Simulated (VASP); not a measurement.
# Se (P6_3/mmc) in VASP: notebook

The runs below take Se through single point, with BLYP.

All numbers are computed with VASP 6.6.1; they aren't measurements. Logs are shortened: lines on timing, memory, paths and dates and some standing lists are left out, and cuts for length are marked.

### 1 The cell of the first run

Symmetry: P6_3/mmc, No. 194, hexagonal system. Conventional cell: a = 3.672 Å, b = 3.672 Å, c = 3.732 Å, α = 90.00°, β = 90.00°, γ = 120.00°. Within 3.8 Å of Se (site symmetry -6m2) lie 14 Se at 2.82 to 3.73 Å.

This isn't the form of Se at room conditions, which is trigonal, of chains.

### 2 Single point, BLYP (21.78 Å³/atom)

File INCAR:

```
SYSTEM = Se
AGGAC = 1.0
AGGAX = 1.0
ALDAC = 0.0
ALDAX = 1.0
ALGO = Normal
EDIFF = 1E-6
ENCUT = 520
GGA = B5
ISIF = 2
ISMEAR = -1
LASPH = .TRUE.
LCHARG = .FALSE.
LREAL = .FALSE.
LWAVE = .FALSE.
NBANDS = 13
NELM = 60
PREC = Accurate
SIGMA = 0.1
```

File KPOINTS:

```
k-points
0
G
  11 11 9
  0 0 0
```

File POSCAR:

```
Se
1.0
    3.6715560597      0.0000000000      0.0000000000
   -1.8357780299      3.1796608191      0.0000000000
    0.0000000000      0.0000000000      3.7320421367
Se
2
Direct
    0.3333333333      0.6666666667      0.2500000000
    0.6666666667      0.3333333333      0.7500000000
```

Potentials or basis: VASP PAW PBE potentials, release 64 (Se).

On the command line:

```
$ cat potpaw_PBE.64/Se/POTCAR > POTCAR
$ mpirun -np 1 vasp_std > vasp.out
```

OUTCAR:

```text
SYSTEM = Se
   EDIFF = 1E-6
   ENCUT = 520
   GGA = B5
   ISIF = 2
   ISMEAR = -1
   LASPH = .TRUE.
   LREAL = .FALSE.
   NELM = 60
   PREC = Accurate

 ion  position               nearest neighbor table
   1  0.333  0.667  0.250-
   2  0.667  0.333  0.750-

  LATTYP: Found a hexagonal cell.
 ALAT       =     3.6715560597
 C/A-ratio  =     1.0164742349

  Lattice vectors:

 A1 = (   3.6715560597,   0.0000000000,   0.0000000000)
 A2 = (  -1.8357780299,   3.1796608191,   0.0000000000)
 A3 = (   0.0000000000,   0.0000000000,   3.7320421367)

Analysis of symmetry for initial positions (statically):
=====================================================================
 Subroutine PRICEL returns:
 Original cell was already a primitive cell.

 Routine SETGRP: Setting up the symmetry group for a
 hexagonal supercell.

 Subroutine GETGRP returns: Found 24 space group operations
 (whereof 12 operations were pure point group operations)
 out of a pool of 24 trial point group operations.

The static configuration has the point symmetry D_3d.
 The point group associated with its full space group is D_6h.

Analysis of symmetry for dynamics (positions and initial velocities):
=====================================================================
 Subroutine PRICEL returns:
 Original cell was already a primitive cell.

 Routine SETGRP: Setting up the symmetry group for a
 hexagonal supercell.

 Subroutine GETGRP returns: Found 24 space group operations
 (whereof 12 operations were pure point group operations)
 out of a pool of 24 trial point group operations.

The dynamic configuration has the point symmetry D_3d.
 The point group associated with its full space group is D_6h.

 Subroutine INISYM returns: Found 24 space group operations
 (whereof 12 operations are pure point group operations),
 and found     1 'primitive' translations

----------------------------------------------------------------------------------------

                                     Primitive cell

  volume of cell :      43.5690

  direct lattice vectors                    reciprocal lattice vectors
     3.671556060  0.000000000  0.000000000     0.272364083  0.157249477  0.000000000
    -1.835778030  3.179660819  0.000000000     0.000000000  0.314498953  0.000000000
     0.000000000  0.000000000  3.732042137     0.000000000  0.000000000  0.267949815

  length of vectors
     3.671556060  3.671556060  3.732042137     0.314498953  0.314498953  0.267949815

  position of ions in fractional coordinates (direct lattice)
     0.333333333  0.666666667  0.250000000
     0.666666667  0.333333333  0.750000000

  ion indices of the primitive-cell ions
   primitive index   ion index
                 1           1
                 2           2

----------------------------------------------------------------------------------------

 KPOINTS: k-points

Automatic generation of k-mesh.
 Grid dimensions read from file:
 generate k-points for:   11   11    9

 Generating k-lattice:

  Cartesian coordinates                     Fractional coordinates (reciprocal lattice)
     0.024760371  0.014295407  0.000000000     0.090909091  0.000000000  0.000000000
     0.000000000  0.028590814  0.000000000     0.000000000  0.090909091  0.000000000
     0.000000000  0.000000000  0.029772202     0.000000000  0.000000000  0.111111111

  Length of vectors
     0.028590814  0.028590814  0.029772202

  Shift w.r.t. Gamma in fractional coordinates (k-lattice)
     0.000000000  0.000000000  0.000000000

 Subroutine IBZKPT returns following result:
 ===========================================

 Found     80 irreducible k-points:

 Following reciprocal coordinates:
            Coordinates               Weight
  0.000000  0.000000  0.000000      1.000000
  0.090909  0.000000  0.000000      6.000000
  0.181818  0.000000  0.000000      6.000000
  0.272727  0.000000  0.000000      6.000000
  0.363636 -0.000000  0.000000      6.000000
  0.454545  0.000000  0.000000      6.000000
[... 16 lines left out ...]
  0.090909  0.090909  0.111111     12.000000
  0.181818  0.090909  0.111111     24.000000
 [... further k-points ...]
   k-points           NKPTS =     80   k-points in BZ     NKDIM =     80   number of bands    NBANDS=     13
   number of dos      NEDOS =    301   number of ions     NIONS =      2
   total plane-waves  NPLWV =  21952
   dimension x,y,z NGX =    28 NGY =   28 NGZ =   28
   dimension x,y,z NGXF=    56 NGYF=   56 NGZF=   56
   ions per type =               2
   NGX,Y,Z   is equivalent  to a cutoff of  12.68, 12.68, 12.47 a.u.
   NGXF,Y,Z  is equivalent  to a cutoff of  25.36, 25.36, 24.95 a.u.
 SYSTEM =  Se
   PREC   = accura    normal or accurate (medium, high low for compatibility)
   ISTART =      0    job   : 0-new  1-cont  2-samecut
   ICHARG =      2    charge: 1-file 2-atom 10-const
   ISPIN  =      1    spin polarized calculation?
   LNONCOLLINEAR =      F non collinear calculations
   LSORBIT =      F    spin-orbit coupling
   LASPH  =      T    aspherical Exc in radial PAW
   ENCUT  =  520.0 eV  38.22 Ry    6.18 a.u.   6.83  6.83  6.94*2*pi/ulx,y,z
   NELM   =     60;   NELMIN=  2; NELMDL= -5     # of ELM steps
   EDIFF  = 0.1E-05   stopping-criterion for ELM
   LREAL  =      F    real-space projection
   EDIFFG = 0.1E-04   stopping-criterion for IOM
   NSW    =      0    number of steps for IOM
   IBRION =     -1    ionic relax: 0-MD 1-quasi-New 2-CG
   NFREE  =      0    steps in history (QN), initial steepest desc. (CG)
   ISIF   =      2    stress and relaxation
   ISYM   =      2    0-nonsym 1-usesym 2-fastsym
   POTIM  = 0.5000    time-step for ionic-motion
   TEBEG  =    0.0;   TEEND  =   0.0 temperature during run
   PSTRESS=    0.0 pullay stress
   NELECT =      12.0000    total number of electrons
   NUPDOWN=      -1.0000    fix difference up-down
   EMIN   =  10.00;   EMAX   =-10.00  energy-range for DOS
   EFERMI =   0.00;   METHOD = LEGACY
   ISMEAR =    -1;   SIGMA  =   0.10  broadening in eV -4-tet -1-fermi 0-gaus
   EFERMI_NEDOS =   21; number of points for ismear=-14 and -15
   IALGO  =     38    algorithm
   IMIX   =      4    mixing-type and parameters
     AMIX     =   0.40;   BMIX     =  1.00
     AMIX_MAG =   1.60;   BMIX_MAG =  1.00
  volume/ion in A,a.u.               =      21.78       147.01
  Fermi-wavevector in a.u.,A,eV,Ry     =   1.065147  2.012835 15.436319  1.134537
  Thomas-Fermi vector in A             =   2.200689
   LORBIT       =      0    0 simple, 1 ext, 2 COOP (PROOUT), +10 PAW based schemes
   GGA     = B5    functional components
   LHFCALC =     F    Hartree Fock is set to
   AEXX    =    0.0000 exact exchange contribution
   IVDW    =     0    specifies the selected vdW correction
   LEPSILON=     F    determine dielectric tensor
   LRPA    =     F    only Hartree local field effects (RPA)
 non-spin polarized calculation
  energy-cutoff  :      520.00
  volume of cell :       43.57
 maximum number of plane-waves:      1183
 NGX is ok and might be reduce to    28
   NGX = 13   NGY = 13   NGZ = 13

 number of electron      11.9999999 magnetization

 Free energy of the ion-electron system (eV)
  ---------------------------------------------------
  ext. energy  EPLUGINS =         0.00000000
  ---------------------------------------------------
  free energy    TOTEN  =        -4.97450597 eV

  energy without entropy =       -4.93291299  energy(sigma->0) =       -4.95370948

 E-fermi :   5.3972     XC(G=0):  -9.4726

 val. band max:        5.3644329002   @ k =   0.0909   0.0000   0.2222
 cond. band min:       5.4226764127   @ k =   0.2727   0.1818   0.0000
 fundamental gap:      0.0582435124
 Fermi energy:         5.3972412292

 k-point     1 :       0.0000    0.0000    0.0000
  band No.  band energies     occupation
      1     -10.7667      2.00000
      2      -4.7497      2.00000
      3       0.7549      2.00000
      4       2.8451      2.00000
      5       2.8451      2.00000
      6       6.1233      0.00140
      7       6.1233      0.00140
      8       8.7670      0.00000
      9       9.8024      0.00000
     10      12.8463      0.00000
     11      15.6542      0.00000
     12      15.6542      0.00000
     13      17.2981      0.00000

 k-point     2 :       0.0909    0.0000    0.0000
  band No.  band energies     occupation
      1     -10.6772      2.00000
      2      -4.8684      2.00000
      3       0.8505      2.00000
      4       2.6329      2.00000
      5       2.6593      2.00000
      6       5.9468      0.00818
      7       6.3407      0.00016
      8       8.4776      0.00000
      9      10.1351      0.00000
     10      13.2032      0.00000
     11      15.2497      0.00000
     12      15.6704      0.00000
     13      17.0358      0.00000

 k-point     3 :       0.1818    0.0000    0.0000
  band No.  band energies     occupation
      1     -10.4137      2.00000
      2      -5.2240      2.00000
      3       1.1323      2.00000
      4       2.1719      2.00000
      5       2.2519      2.00000
      6       5.5631      0.31997
      7       6.8143      0.00000
      8       7.7302      0.00000
      9      10.8949      0.00000
     10      13.2207      0.00000
     11      15.7128      0.00000
     12      15.8608      0.00000
     13      16.5024      0.00000

 k-point     4 :       0.2727    0.0000    0.0000
  band No.  band energies     occupation
      1      -9.9940      2.00000
      2      -5.7917      2.00000
      3       1.5826      2.00000
      4       1.7313      2.00000
      5       1.8334      2.00000
      6       5.2093      1.73513
      7       6.7560      0.00000
      8       7.2749      0.00000
      9      10.9944      0.00000
     10      13.5879      0.00000
     11      15.9903      0.00000
     12      16.4511      0.00000
     13      16.5152      0.00000

 k-point     5 :       0.3636   -0.0000    0.0000
  band No.  band energies     occupation
      1      -9.4651      2.00000
      2      -6.4792      2.00000
      3       1.4355      2.00000
      4       1.5155      2.00000
      5       2.1523      2.00000
      6       4.9960      1.96446
      7       5.7644      0.04962
      8       7.5852      0.00000
      9      10.3381      0.00000
     10      15.1276      0.00000
     11      15.6168      0.00000
     12      15.9797      0.00000
     13      17.2451      0.00000
[... 257 lines left out ...]
 k-point    22 :       0.4545    0.0000    0.1111
  band No.  band energies     occupation
      1      -8.8935      2.00000
      2      -7.0493      2.00000
      3       0.6189      2.00000
      4       1.4658      2.00000
      5       3.0872      2.00000
      6       3.5422      2.00000
      7       6.5269      0.00002
      8       7.3379      0.00000
      9      10.3215      0.00000
     10      14.6211      0.00000
     11      15.7872      0.00000
     12      17.2061      0.00000
     13      18.4216      0.00000

 k-point    23 :       0.0909    0.0909    0.1111
  band No.  band energies     occupation
      1     -10.3907      2.00000
      2      -5.3673      2.00000
      3       0.8650      2.00000
      4       2.3467      2.00000
      5       2.9245      2.00000
      6       5.4861      0.58271
      7       6.4849      0.00004
      8       7.8266      0.00000
      9      11.0557      0.00000
     10      13.1125      0.00000
     11      14.6644      0.00000
     12      15.6630      0.00000
     13      17.5955      0.00000

 k-point    24 :       0.1818    0.0909    0.1111
  band No.  band energies     occupation
      1     -10.0514      2.00000
      2      -5.7238      2.00000
      3       0.7433      2.00000
      4       1.7508      2.00000
      5       3.0639      2.00000
      6       4.9630      1.97431
      7       6.7629      0.00000
      8       7.3080      0.00000
      9      11.6298      0.00000
     10      12.9961      0.00000
     11      14.8345      0.00000
     12      16.5815      0.00000
     13      17.2435      0.00000

 [... further k-points ...]
[... 5 lines left out ...]
  --------------------------------------------------------------------------------------
  -------------------------------------------------------------------------------------
  Total        2.1310635      2.1310635      3.0401484     -0.0000000      0.0000000      0.0000000
  in kB       78.3663230     78.3663230    111.7964135     -0.0000000      0.0000000      0.0000000
  external PRESSURE =      89.5096865 kB  Pullay stress =       0.0000000 kB

 VOLUME and BASIS-vectors are now :
 -----------------------------------------------------------------------------
  energy-cutoff  :      520.00
  volume of cell :       43.57
      direct lattice vectors                 reciprocal lattice vectors
     3.671556060  0.000000000  0.000000000     0.272364083  0.157249477  0.000000000
    -1.835778030  3.179660819  0.000000000     0.000000000  0.314498953  0.000000000
     0.000000000  0.000000000  3.732042137     0.000000000  0.000000000  0.267949815

 POSITION                                       TOTAL-FORCE (eV/Angst)
 -----------------------------------------------------------------------------------
     -0.00000      2.11977      0.93301        -0.000000      0.000000      0.000000
      1.83578      1.05989      2.79903         0.000000     -0.000000      0.000000
 -----------------------------------------------------------------------------------
    total drift:                                0.000000     -0.000000      0.000000

  FREE ENERGIE OF THE ION-ELECTRON SYSTEM (eV)
  ---------------------------------------------------
  free  energy   TOTEN  =        -4.9745059719 eV

  energy  without entropy=       -4.9329129878  energy(sigma->0) =       -4.95370948
```

It took 25 s on 1 thread of AMD EPYC 9R45 (Zen 5), shared host; peak memory 0.14 GiB.

Results:

```
Free energy            : -4.9745 eV
Pressure               : 9.0 GPa
Band gap on the k mesh : zero (bands 6 and 7 overlap by 1.79 eV)
```

Caveat: the cell stands under pressure; the PAW data sets were made with another functional, which shifts forces and pressure a little.

### 3 Single point, BLYP (22.77 Å³/atom)

This run uses another cell than the first one, of 22.77 Å³/atom.

File INCAR:

```
SYSTEM = Se
PREC     = Accurate       ! precision mode
ENCUT    = 520            ! plane-wave cutoff, eV
EDIFF    = 1E-6           ! SCF threshold, eV
ISMEAR   = -1             ! smearing method
SIGMA    = 0.1            ! smearing width, eV
LREAL    = .FALSE.        ! projectors in reciprocal space
LASPH    = .TRUE.         ! aspherical terms in the spheres
NELM     = 80             ! most SCF steps
ALGO     = Normal         ! electronic algorithm
ISIF     = 2              ! what is computed and relaxed
LWAVE    = .FALSE.        ! write WAVECAR
LCHARG   = .FALSE.        ! write CHGCAR
GGA      = B5             ! functional
ALDAX    = 1.0          
AGGAX    = 1.0          
AGGAC    = 1.0          
ALDAC    = 0.0          
NBANDS   = 13             ! bands
```

File KPOINTS:

```
Automatic mesh
0
G
  11 11 9
  0 0 0
```

File POSCAR:

```
Se
1.0
    3.7263634841      0.0000000000      0.0000000000
   -1.8631817421      3.2271254409      0.0000000000
    0.0000000000      0.0000000000      3.7877524715
Se
2
Direct
    0.3333333333      0.6666666667      0.2500000000
    0.6666666667      0.3333333333      0.7500000000
```

Potentials or basis: VASP PAW PBE potentials, release 64 (Se).

On the command line:

```
$ cat potpaw_PBE.64/Se/POTCAR > POTCAR
$ mpirun -np 1 vasp_std > vasp.out
```

Wall time 23 s (1 thread of AMD EPYC 9R45 (Zen 5), shared host); peak memory 0.15 GiB.

It converged, with:

```
Free energy            : -5.0620 eV
Pressure               : 5.3 GPa
Band gap on the k mesh : zero (bands 6 and 7 overlap by 1.79 eV)
```

Stress tensor (GPa, compression positive):
```
4.77 0.00 0.00
0.00 4.77 0.00
0.00 0.00 6.41
```

Levels at points of the mesh, in eV from the Fermi level:
```
           k point  band 2  band 3  band 4  band 5  band 6  band 7  band 8  band 9  band 10  band 11
(0.00, 0.00, 0.00)  -10.25   -4.40   -2.42   -2.42    0.71    0.71    3.15    4.60     7.36    10.18
```

Caveat: the cell stands under pressure; the PAW data sets were made with another functional, which shifts forces and pressure a little.

### 4 Single point, BLYP

This run uses another cell than the first one, of 24.76 Å³/atom.

File INCAR:

```
SYSTEM = Se
PREC = Accurate
ENCUT = 520
EDIFF = 1E-6
ISMEAR = -1
SIGMA = 0.1
LREAL = .False.
LASPH = .True.
NELM = 60
ALGO = Normal
ISIF = 2
LWAVE = .False.
LCHARG = .False.
GGA = B5
ALDAX = 1.0
AGGAX = 1.0
AGGAC = 1.0
ALDAC = 0.0
NBANDS = 13
```

File KPOINTS:

```
regular mesh
0
Gamma
  12 12 6
  0 0 0
```

File POSCAR:

```
Se
1.0
    3.8313862792      0.0000000000      0.0000000000
   -1.9156931396      3.3180778495      0.0000000000
    0.0000000000      0.0000000000      3.8945054369
Se
2
Direct
    0.3333333333      0.6666666667      0.2500000000
    0.6666666667      0.3333333333      0.7500000000
```

On the command line:

```
$ cat potpaw_PBE.64/Se/POTCAR > POTCAR
$ mpirun -np 1 vasp_std > vasp.out
```

Run time: 23 s. Hardware: 1 thread of AMD EPYC 9R45 (Zen 5), shared host; peak memory 0.15 GiB.

It converged, with:

| Quantity | Value |
| --- | --- |
| Free energy | -5.1115 eV |
| Pressure | 0.2 GPa |
| Band gap on the k mesh | zero (bands 6 and 7 overlap by 2.00 eV) |

Levels at points of the mesh, in eV from the Fermi level:
```csv
k point,band 4,band 5,band 6,band 7,band 8,band 9
"(0.00, 0.00, 0.00)",-2.15,-2.15,0.71,0.71,2.80,4.98
"(0.50, 0.00, 0.00)",-3.43,-2.20,-0.47,-0.34,1.96,4.98
"(0.00, 0.00, 0.50)",-1.22,-0.65,-0.65,-0.65,-0.65,8.37
"(0.50, 0.00, 0.50)",-5.29,-1.41,-1.41,1.17,1.17,8.73
```

Caveat: the PAW data sets were made with another functional, which shifts forces and pressure a little.

### 5 The runs side by side

| cell | k mesh | gap on the mesh (eV) | pressure (GPa) |
| --- | --- | --- | --- |
| a = 3.672, b = 3.672, c = 3.732 Å, angles 90.0, 90.0, 120.0°, 2 atoms | 11 × 11 × 9 | none | 9.0 |
| a = 3.726, b = 3.726, c = 3.788 Å, angles 90.0, 90.0, 120.0°, 2 atoms | 11 × 11 × 9 | none | 5.3 |
| a = 3.831, b = 3.831, c = 3.895 Å, angles 90.0, 90.0, 120.0°, 2 atoms | 12 × 12 × 6 | none | 0.2 |

Alike in all rows: task single point; level BLYP; potentials or basis VASP PAW PBE potentials, release 64 (Se); no spin polarisation; cutoff (eV) 520; smearing fermi-dirac 0.1 eV.

Caveats: the PAW data sets were made with another functional, which shifts forces and pressure a little; the cell stands under pressure (at least some runs).

Absolute energies hang on the potentials; compare differences alone.

The gap in the log of VASP goes by the Fermi energy; the results here count the filled bands.